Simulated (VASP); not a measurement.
# Ba (P6/mmm) in VASP: a series of runs

Ba is run at these levels: PBEsol; tasks: single point.

Program: VASP 6.6.1. These are calculated values, not measurements. Logs are shortened: lines on timing, memory, paths and dates and some standing lists are left out, and cuts for length are marked.

## (1) The cell of the first run

Symmetry: P6/mmm, No. 191, hexagonal system. Conventional cell: a = 7.206 Å, b = 7.206 Å, c = 3.909 Å, α = 90.00°, β = 90.00°, γ = 120.00°. Ba (site symmetry -6m2) has 5 Ba at 3.91 to 4.16 Å within 5.1 Å.

This isn't the form of Ba at room conditions, which is bcc.

## (2) Single point, PBEsol (strain +0.030 along x and y, +0.000 along z)

INCAR reads:

```
SYSTEM = Ba
PREC = Accurate
ENCUT = 520
EDIFF = 1E-6
ISMEAR = 0
SIGMA = 0.15
LREAL = .FALSE.
LASPH = .TRUE.
NELM = 100
ALGO = Fast
ISIF = 2
LWAVE = .FALSE.
LCHARG = .FALSE.
GGA = PS
NBANDS = 17
```

KPOINTS reads:

```
Automatic mesh
0
G
  9 9 12
  0 0 0
```

POSCAR reads:

```
Ba
1.0
    7.2059490857      0.0000000000      0.0000000000
   -3.6029745429      6.2405349666      0.0000000000
    0.0000000000      0.0000000000      3.9093935500
Ba
2
Direct
    0.3333333333      0.6666666667      0.5000000000
    0.6666666667      0.3333333333      0.5000000000
```

Potentials or basis: VASP PAW PBE potentials, release 64 (Ba_sv).

Run with:

```bash
cat potpaw_PBE.64/Ba_sv/POTCAR > POTCAR
mpirun -np 1 vasp_std > vasp.out
```

OUTCAR:

```text
SYSTEM = Ba
   PREC = Accurate
   ENCUT = 520
   EDIFF = 1E-6
   ISMEAR = 0
   LREAL = .FALSE.
   LASPH = .TRUE.
   NELM = 100
   ISIF = 2
   GGA = PS

 ion  position               nearest neighbor table
   1  0.333  0.667  0.500-   2 4.16   2 4.16   2 4.16
   2  0.667  0.333  0.500-   1 4.16   1 4.16   1 4.16

  LATTYP: Found a hexagonal cell.
 ALAT       =     7.2059490857
 C/A-ratio  =     0.5425230603

  Lattice vectors:

 A1 = (   7.2059490857,   0.0000000000,   0.0000000000)
 A2 = (  -3.6029745429,   6.2405349666,   0.0000000000)
 A3 = (   0.0000000000,   0.0000000000,   3.9093935500)

Analysis of symmetry for initial positions (statically):
=====================================================================
 Subroutine PRICEL returns:
 Original cell was already a primitive cell.

 Routine SETGRP: Setting up the symmetry group for a
 hexagonal supercell.

 Subroutine GETGRP returns: Found 24 space group operations
 (whereof 24 operations were pure point group operations)
 out of a pool of 24 trial point group operations.

The static configuration has the point symmetry D_6h.

Analysis of symmetry for dynamics (positions and initial velocities):
=====================================================================
 Subroutine PRICEL returns:
 Original cell was already a primitive cell.

 Routine SETGRP: Setting up the symmetry group for a
 hexagonal supercell.

 Subroutine GETGRP returns: Found 24 space group operations
 (whereof 24 operations were pure point group operations)
 out of a pool of 24 trial point group operations.

The dynamic configuration has the point symmetry D_6h.

 Subroutine INISYM returns: Found 24 space group operations
 (whereof 24 operations are pure point group operations),
 and found     1 'primitive' translations

----------------------------------------------------------------------------------------

                                     Primitive cell

  volume of cell :     175.8014

  direct lattice vectors                    reciprocal lattice vectors
     7.205949086  0.000000000  0.000000000     0.138774225  0.080121336  0.000000000
    -3.602974543  6.240534967  0.000000000     0.000000000  0.160242672  0.000000000
     0.000000000  0.000000000  3.909393550     0.000000000  0.000000000  0.255794150

  length of vectors
     7.205949086  7.205949086  3.909393550     0.160242672  0.160242672  0.255794150

  position of ions in fractional coordinates (direct lattice)
     0.333333333  0.666666667  0.500000000
[... 79 lines left out ...]
   LREAL  =      F    real-space projection
   EDIFFG = 0.1E-04   stopping-criterion for IOM
   NSW    =      0    number of steps for IOM
   IBRION =     -1    ionic relax: 0-MD 1-quasi-New 2-CG
   NFREE  =      0    steps in history (QN), initial steepest desc. (CG)
   ISIF   =      2    stress and relaxation
   ISYM   =      2    0-nonsym 1-usesym 2-fastsym
   POTIM  = 0.5000    time-step for ionic-motion
   TEBEG  =    0.0;   TEEND  =   0.0 temperature during run
   PSTRESS=    0.0 pullay stress
   NELECT =      20.0000    total number of electrons
   NUPDOWN=      -1.0000    fix difference up-down
   EMIN   =  10.00;   EMAX   =-10.00  energy-range for DOS
   EFERMI =   0.00;   METHOD = LEGACY
   ISMEAR =     0;   SIGMA  =   0.15  broadening in eV -4-tet -1-fermi 0-gaus
   EFERMI_NEDOS =   21; number of points for ismear=-14 and -15
   IALGO  =     68    algorithm
   IMIX   =      4    mixing-type and parameters
     AMIX     =   0.40;   BMIX     =  1.00
     AMIX_MAG =   1.60;   BMIX_MAG =  1.00
  volume/ion in A,a.u.               =      87.90       593.18
  Fermi-wavevector in a.u.,A,eV,Ry     =   0.793251  1.499027  8.561430  0.629247
  Thomas-Fermi vector in A             =   1.899150
   LORBIT       =      0    0 simple, 1 ext, 2 COOP (PROOUT), +10 PAW based schemes
   GGA     = PS    functional components
   LHFCALC =     F    Hartree Fock is set to
   AEXX    =    0.0000 exact exchange contribution
   IVDW    =     0    specifies the selected vdW correction
   LEPSILON=     F    determine dielectric tensor
   LRPA    =     F    only Hartree local field effects (RPA)
 non-spin polarized calculation
 RMM-DIIS sequential band-by-band and
 Gauss-broadening in eV      SIGMA  =   0.15
  energy-cutoff  :      520.00
  volume of cell :      175.80
 maximum number of plane-waves:      4772
 NGX is ok and might be reduce to    54
   NGX = 27   NGY = 27   NGZ = 15

 number of electron      19.9999999 magnetization

 Free energy of the ion-electron system (eV)
  ---------------------------------------------------
  ext. energy  EPLUGINS =         0.00000000
  ---------------------------------------------------
  free energy    TOTEN  =        -2.75030038 eV

  energy without entropy =       -2.67784089  energy(sigma->0) =       -2.71407064

 E-fermi :   0.3251     XC(G=0):  -6.2942

 val. band max:        0.3248367977   @ k =   0.3333   0.2222   0.4167
 cond. band min:       0.3366051430   @ k =   0.3333   0.2222   0.3333
 fundamental gap:      0.0117683453
 Fermi energy:         0.3250757773

 k-point     1 :       0.0000    0.0000    0.0000
  band No.  band energies     occupation
      1     -28.9807      2.00000
      2     -28.9322      2.00000
      3     -14.3067      2.00000
      4     -14.3067      2.00000
      5     -14.0002      2.00000
      6     -14.0002      2.00000
[... 457 lines left out ...]
      4     -14.1501      2.00000
      5     -14.1501      2.00000
      6     -13.9552      2.00000
[... 9 lines left out ...]
     16       2.0321      0.00000
     17       3.2554      0.00000

 [... further k-points ...]

------------------------ aborting loop because EDIFF is reached ----------------------------------------

  FORCE on cell =-STRESS in cart. coord.  units (eV):
  Direction    XX          YY          ZZ          XY          YZ          ZX
  --------------------------------------------------------------------------------------
  -------------------------------------------------------------------------------------
  Total       -0.3273495     -0.3273495     -0.1660268      0.0000000     -0.0000000      0.0000000
  in kB       -2.9833206     -2.9833206     -1.5130953      0.0000000     -0.0000000      0.0000000
  external PRESSURE =      -2.4932455 kB  Pullay stress =       0.0000000 kB

 VOLUME and BASIS-vectors are now :
 -----------------------------------------------------------------------------
  energy-cutoff  :      520.00
  volume of cell :      175.80
      direct lattice vectors                 reciprocal lattice vectors
     7.205949086  0.000000000  0.000000000     0.138774225  0.080121336  0.000000000
    -3.602974543  6.240534967  0.000000000     0.000000000  0.160242672  0.000000000
     0.000000000  0.000000000  3.909393550     0.000000000  0.000000000  0.255794150

 POSITION                                       TOTAL-FORCE (eV/Angst)
 -----------------------------------------------------------------------------------
     -0.00000      4.16036      1.95470        -0.000000      0.000000      0.000000
      3.60297      2.08018      1.95470         0.000000      0.000000      0.000000
 -----------------------------------------------------------------------------------
    total drift:                               -0.000000      0.000000     -0.000000

  FREE ENERGIE OF THE ION-ELECTRON SYSTEM (eV)
  ---------------------------------------------------
  free  energy   TOTEN  =        -2.7503003816 eV

  energy  without entropy=       -2.6778408923  energy(sigma->0) =       -2.71407064
```

OSZICAR:

```text
N       E                     dE             d eps       ncg     rms          rms(c)
DAV:   1     0.161317548229E+03    0.16132E+03   -0.77148E+03  2856   0.911E+02
DAV:   2     0.103530603513E+02   -0.15096E+03   -0.14762E+03  4437   0.184E+02
DAV:   3    -0.241888030896E+01   -0.12772E+02   -0.12676E+02  3807   0.613E+01
DAV:   4    -0.287752835181E+01   -0.45865E+00   -0.45495E+00  4549   0.839E+00
DAV:   5    -0.288172326772E+01   -0.41949E-02   -0.41933E-02  3935   0.922E-01    0.240E+00
RMM:   6    -0.277592664075E+01    0.10580E+00   -0.51351E-02  3056   0.113E+00    0.135E+00
RMM:   7    -0.274901271951E+01    0.26914E-01   -0.79088E-02  3483   0.133E+00    0.254E-01
RMM:   8    -0.274988172699E+01   -0.86901E-03   -0.11180E-02  4092   0.499E-01    0.486E-02
RMM:   9    -0.275021606967E+01   -0.33434E-03   -0.26117E-03  4412   0.194E-01    0.420E-02
RMM:  10    -0.275027896823E+01   -0.62899E-04   -0.29598E-04  4259   0.702E-02    0.209E-02
RMM:  11    -0.275029436171E+01   -0.15393E-04   -0.12866E-04  4488   0.352E-02    0.659E-03
RMM:  12    -0.275029828697E+01   -0.39253E-05   -0.41375E-05  3882   0.136E-02    0.398E-03
RMM:  13    -0.275030005540E+01   -0.17684E-05   -0.14121E-05  3597   0.810E-03    0.154E-03
RMM:  14    -0.275030038156E+01   -0.32616E-06   -0.50078E-06  3182   0.468E-03
   1 F= -.27503004E+01 E0= -.27140706E+01  d E =-.724595E-01
```

Run time: 6.1 min. Hardware: 1 thread of Oxide Virtual Turin-like, shared host; peak memory 0.38 GiB.

Results:

```yaml
Free_energy: -2.7503 eV
Pressure: -0.2 GPa
Band_gap_on_the_k_mesh: zero (bands 10 and 11 overlap by 0.87 eV)
```

Caveat: the cell differs from its parent crystal (strain +0.030 along x and y, +0.000 along z); the PAW data sets were made with another functional, which shifts forces and pressure a little; spin-orbit coupling is left out, which moves the levels of the heavy elements.

## (3) Single point, PBEsol (strain +0.030 along x and y, +0.030 along z)

INCAR reads:

```
PREC = Accurate ; ENCUT = 520
EDIFF = 1E-7 ; ISMEAR = 0
SIGMA = 0.15 ; LREAL = False
LASPH = True ; NELM = 100
ALGO = Fast ; ISIF = 2
LWAVE = False ; LCHARG = False
GGA = PS ; NBANDS = 17
```

KPOINTS reads:

```
regular mesh
0
Gamma
  9 9 12
```

Changes to POSCAR since step 2:

```diff
@@ -4,3 +4,3 @@
    -3.6029745429      6.2405349666      0.0000000000
-    0.0000000000      0.0000000000      3.9093935500
+    0.0000000000      0.0000000000      4.0266753565
 Ba
```

Potentials or basis: VASP PAW PBE potentials, release 64 (Ba_sv).

Run with:

```bash
cat potpaw_PBE.64/Ba_sv/POTCAR > POTCAR
mpirun -np 1 vasp_std > vasp.out
```

OUTCAR:

```text
PREC = Accurate
   ENCUT = 520
   EDIFF = 1E-7
   ISMEAR = 0
   LREAL = False
   LASPH = True
   NELM = 100
   ISIF = 2
   GGA = PS

 ion  position               nearest neighbor table
   1  0.333  0.667  0.500-   2 4.16   2 4.16   2 4.16
   2  0.667  0.333  0.500-   1 4.16   1 4.16   1 4.16

  LATTYP: Found a hexagonal cell.
 ALAT       =     7.2059490857
 C/A-ratio  =     0.5587987521

  Lattice vectors:

 A1 = (   7.2059490857,   0.0000000000,   0.0000000000)
 A2 = (  -3.6029745429,   6.2405349666,   0.0000000000)
 A3 = (   0.0000000000,   0.0000000000,   4.0266753565)

Analysis of symmetry for initial positions (statically):
=====================================================================
 Subroutine PRICEL returns:
 Original cell was already a primitive cell.

 Routine SETGRP: Setting up the symmetry group for a
 hexagonal supercell.

 Subroutine GETGRP returns: Found 24 space group operations
 (whereof 24 operations were pure point group operations)
 out of a pool of 24 trial point group operations.

The static configuration has the point symmetry D_6h.

Analysis of symmetry for dynamics (positions and initial velocities):
=====================================================================
 Subroutine PRICEL returns:
 Original cell was already a primitive cell.

 Routine SETGRP: Setting up the symmetry group for a
 hexagonal supercell.

 Subroutine GETGRP returns: Found 24 space group operations
 (whereof 24 operations were pure point group operations)
 out of a pool of 24 trial point group operations.

The dynamic configuration has the point symmetry D_6h.

 Subroutine INISYM returns: Found 24 space group operations
 (whereof 24 operations are pure point group operations),
 and found     1 'primitive' translations

----------------------------------------------------------------------------------------

[... 111 lines left out ...]
     AMIX     =   0.40;   BMIX     =  1.00
     AMIX_MAG =   1.60;   BMIX_MAG =  1.00
  volume/ion in A,a.u.               =      90.54       610.98
  Fermi-wavevector in a.u.,A,eV,Ry     =   0.785474  1.484330  8.394371  0.616969
  Thomas-Fermi vector in A             =   1.889817
   LORBIT       =      0    0 simple, 1 ext, 2 COOP (PROOUT), +10 PAW based schemes
   GGA     = PS    functional components
   LHFCALC =     F    Hartree Fock is set to
   AEXX    =    0.0000 exact exchange contribution
   IVDW    =     0    specifies the selected vdW correction
   LEPSILON=     F    determine dielectric tensor
   LRPA    =     F    only Hartree local field effects (RPA)
 non-spin polarized calculation
 RMM-DIIS sequential band-by-band and
 Gauss-broadening in eV      SIGMA  =   0.15
  energy-cutoff  :      520.00
  volume of cell :      181.08
 maximum number of plane-waves:      4917
 NGX is ok and might be reduce to    54
   NGX = 27   NGY = 27   NGZ = 15

 number of electron      19.9999998 magnetization

 Free energy of the ion-electron system (eV)
  ---------------------------------------------------
  ext. energy  EPLUGINS =         0.00000000
  ---------------------------------------------------
  free energy    TOTEN  =        -2.73724841 eV

  energy without entropy =       -2.66118359  energy(sigma->0) =       -2.69921600

 E-fermi :   0.2643     XC(G=0):  -6.2266

 val. band max:        0.2629729768   @ k =   0.3333   0.0000   0.4167
 cond. band min:       0.2647921990   @ k =   0.3333   0.2222   0.3333
 fundamental gap:      0.0018192222
 Fermi energy:         0.2642887782

 k-point     1 :       0.0000    0.0000    0.0000
  band No.  band energies     occupation
      1     -29.0989      2.00000
      2     -29.0506      2.00000
      3     -14.4197      2.00000
      4     -14.4197      2.00000
      5     -14.1154      2.00000
      6     -14.1154      2.00000
[... 457 lines left out ...]
      4     -14.2655      2.00000
      5     -14.2655      2.00000
      6     -14.0721      2.00000
[... 9 lines left out ...]
     16       1.9721      0.00000
     17       2.9642      0.00000

 [... further k-points ...]

------------------------ aborting loop because EDIFF is reached ----------------------------------------

  FORCE on cell =-STRESS in cart. coord.  units (eV):
  Direction    XX          YY          ZZ          XY          YZ          ZX
  --------------------------------------------------------------------------------------
  -------------------------------------------------------------------------------------
  Total       -0.2173176     -0.2173176     -0.7092602      0.0000000     -0.0000000      0.0000000
  in kB       -1.9228523     -1.9228523     -6.2756184      0.0000000     -0.0000000      0.0000000
  external PRESSURE =      -3.3737743 kB  Pullay stress =       0.0000000 kB

 VOLUME and BASIS-vectors are now :
 -----------------------------------------------------------------------------
  energy-cutoff  :      520.00
  volume of cell :      181.08
      direct lattice vectors                 reciprocal lattice vectors
     7.205949086  0.000000000  0.000000000     0.138774225  0.080121336  0.000000000
    -3.602974543  6.240534967  0.000000000     0.000000000  0.160242672  0.000000000
     0.000000000  0.000000000  4.026675357     0.000000000  0.000000000  0.248343835

 POSITION                                       TOTAL-FORCE (eV/Angst)
 -----------------------------------------------------------------------------------
     -0.00000      4.16036      2.01334         0.000000      0.000000      0.000000
      3.60297      2.08018      2.01334        -0.000000     -0.000000      0.000000
 -----------------------------------------------------------------------------------
    total drift:                               -0.000000      0.000000     -0.000000

  FREE ENERGIE OF THE ION-ELECTRON SYSTEM (eV)
  ---------------------------------------------------
  free  energy   TOTEN  =        -2.7372484085 eV

  energy  without entropy=       -2.6611835870  energy(sigma->0) =       -2.69921600
```

OSZICAR:

```text
N       E                     dE             d eps       ncg     rms          rms(c)
DAV:   1     0.165429180677E+03    0.16543E+03   -0.76952E+03  2864   0.909E+02
DAV:   2     0.109292343138E+02   -0.15450E+03   -0.15088E+03  4302   0.187E+02
DAV:   3    -0.234399385794E+01   -0.13273E+02   -0.13126E+02  3845   0.621E+01
DAV:   4    -0.283259236126E+01   -0.48860E+00   -0.48744E+00  4572   0.862E+00
DAV:   5    -0.283741902925E+01   -0.48267E-02   -0.48251E-02  3893   0.959E-01    0.220E+00
RMM:   6    -0.275662018115E+01    0.80799E-01   -0.39958E-02  3062   0.101E+00    0.125E+00
RMM:   7    -0.273608774436E+01    0.20532E-01   -0.64664E-02  3492   0.123E+00    0.228E-01
RMM:   8    -0.273692262084E+01   -0.83488E-03   -0.95939E-03  4131   0.464E-01    0.431E-02
RMM:   9    -0.273718103043E+01   -0.25841E-03   -0.19489E-03  4439   0.172E-01    0.377E-02
RMM:  10    -0.273723247589E+01   -0.51445E-04   -0.24577E-04  4285   0.635E-02    0.178E-02
RMM:  11    -0.273724302881E+01   -0.10553E-04   -0.10993E-04  4580   0.308E-02    0.462E-03
RMM:  12    -0.273724650667E+01   -0.34779E-05   -0.33642E-05  4830   0.124E-02    0.178E-03
RMM:  13    -0.273724800458E+01   -0.14979E-05   -0.11560E-05  4136   0.631E-03    0.102E-03
RMM:  14    -0.273724825864E+01   -0.25407E-06   -0.39431E-06  3677   0.345E-03    0.734E-04
RMM:  15    -0.273724834797E+01   -0.89326E-07   -0.17266E-06  3460   0.213E-03    0.475E-04
RMM:  16    -0.273724840853E+01   -0.60562E-07   -0.68596E-07  3110   0.136E-03
   1 F= -.27372484E+01 E0= -.26992160E+01  d E =-.760648E-01
```

stdout:

```text
POSCAR found type information on POSCAR Ba
 POSCAR found :  1 types and       2 ions
 scaLAPACK will be used
 -----------------------------------------------------------------------------
[... 20 lines left out ...]
WARNING in EDDRMM: call to ZHEGV failed, returncode =   8  4     11
WARNING in EDDRMM: call to ZHEGV failed, returncode =   6  3      9
 num prob WARNING in EDDRMM: call to ZHEGV failed, returncode =   6  3     11
 num prob WARNING in EDDRMM: call to ZHEGV failed, returncode =   6  3     16
 num prob WARNING in EDDRMM: call to ZHEGV failed, returncode =   8  4     13
 num prob  num prob  num prob  num prob  num prob  num prob  num prob  num prob  num prob  num prob  num prob  num prob  num prob  num prob WARNING in EDDRMM: call to ZHEGV failed, returncode =   8  4     11
```

Wall time 7.5 min (1 thread of Oxide Virtual Turin-like, shared host); peak memory 0.39 GiB.

Results:

- Free energy: -2.7372 eV
- Pressure: -0.3 GPa
- Band gap on the k mesh: zero (bands 10 and 11 overlap by 0.81 eV)

Stress tensor (GPa, compression positive):
```
-0.19  0.00  0.00
 0.00 -0.19  0.00
 0.00  0.00 -0.63
```

Levels at points of the mesh, in eV from the Fermi level:
```tsv
k point	band 8	band 9	band 10	band 11	band 12	band 13
(0.00, 0.00, 0.00)	-14.10	-2.21	0.15	0.19	0.72	0.72
(0.00, 0.00, 0.50)	-14.32	-0.26	-0.11	-0.11	0.92	1.37
```

Caveat: the cell differs from its parent crystal (strain +0.030 along x and y, +0.030 along z); the PAW data sets were made with another functional, which shifts forces and pressure a little; spin-orbit coupling is left out, which moves the levels of the heavy elements.
